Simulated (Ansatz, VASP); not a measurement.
## GeW in VASP and in Ansatz

```xyz
8
Lattice="6.0637 0.0000 0.0000 0.0000 3.2692 0.0000 0.0000 0.0000 6.6196" Properties=species:S:1:pos:R:3 pbc="T T T"
Ge    1.0258    0.8173    3.7211
Ge    2.0061    2.4519    0.4113
Ge    5.0380    2.4519    2.8985
Ge    4.0576    0.8173    6.2083
W     3.0702    0.8173    2.1819
W     6.0253    2.4519    5.4917
W     2.9935    2.4519    4.4377
W     0.0384    0.8173    1.1279
```

Alike in both runs: functional PBE; k mesh 3 × 5 × 3; occupations gaussian, width 0.2 eV; no spin polarisation.

Ansatz relaxed the structure, and its values are those at the end. VASP's run is a single point on that final structure, the one shown.

|  | VASP | Ansatz |
| --- | --- | --- |
| version | VASP 6.6.1 | Ansatz 0.2.0 |
| potentials or method | VASP PAW PBE potentials, release 64 (Ge_d, W_sv), cutoff 500 eV | scalar-relativistic, plane waves, PAW |
| valence electrons in the cell | 112 | 112 |

|  | VASP | Ansatz | Ansatz less VASP |
| --- | --- | --- | --- |
| gap on the k mesh at the Fermi level (eV) | none | none | - |
| pressure (GPa) | 0.3 | 0.1 | -0.22 |
| rms of the force components (eV/Å) | 0.013 | 0.012 | -0.0009 |

A gap of «none» marks a metal or a gap that the smearing closes.

The k mesh is coarse, so the values compare programs but aren't converged. Neither program's run includes spin-orbit coupling.
